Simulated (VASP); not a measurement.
Set up this calculation in VASP 6.6.1, as the native input.

| Quantity | Value |
| --- | --- |
| Task | single point |
| Functional | LDA |
| Potentials or basis | VASP PAW LDA potentials, release 64 (Si) |
| Cutoff | 520 eV |
| k mesh | 14 × 14 × 14 |
| Occupations | fermi-dirac, width 0.1 eV |
| Spin | no spin polarisation |
| Dipole correction | no |
| Further INCAR settings | ALGO = Normal; EDIFF = 1e-07; NBANDS = 8 |

The structure of Si lies in POSCAR:

```
Si
1.0
    2.4657222741      0.0000000000      0.0000000000
    0.0000000000      2.4657222741      0.0000000000
    0.0000000000      0.0000000000      2.4657222741
Si
1
Direct
    0.0000000000      0.0000000000      0.0000000000
```

This cell differs from its parent crystal: volume scaled by 0.96.

The input as run:

INCAR

```
ALGO = Normal
EDIFF = 1E-7
ENCUT = 520
GGA = CA
ISIF = 2
ISMEAR = -1
LASPH = T
LCHARG = F
LREAL = F
LWAVE = F
NBANDS = 8
NELM = 100
PREC = Accurate
SIGMA = 0.1
```

KPOINTS

```
k-points
0
Gamma
  14 14 14
```

Potentials or basis: VASP PAW LDA potentials, release 64 (Si).

Run with:

```bash
$ cat potpaw_LDA.64/Si/POTCAR > POTCAR
$ mpirun -np 1 vasp_std > vasp.out
```

It gave:

```
Pressure               : 5.5 GPa
Band gap on the k mesh : zero (band 2 reaches 16.70 eV, above the bottom of band 3 at 6.12 eV)
```

Wall time 11 s on 1 thread of Intel Xeon 8259CL (shared host), peak memory 0.12 GiB.
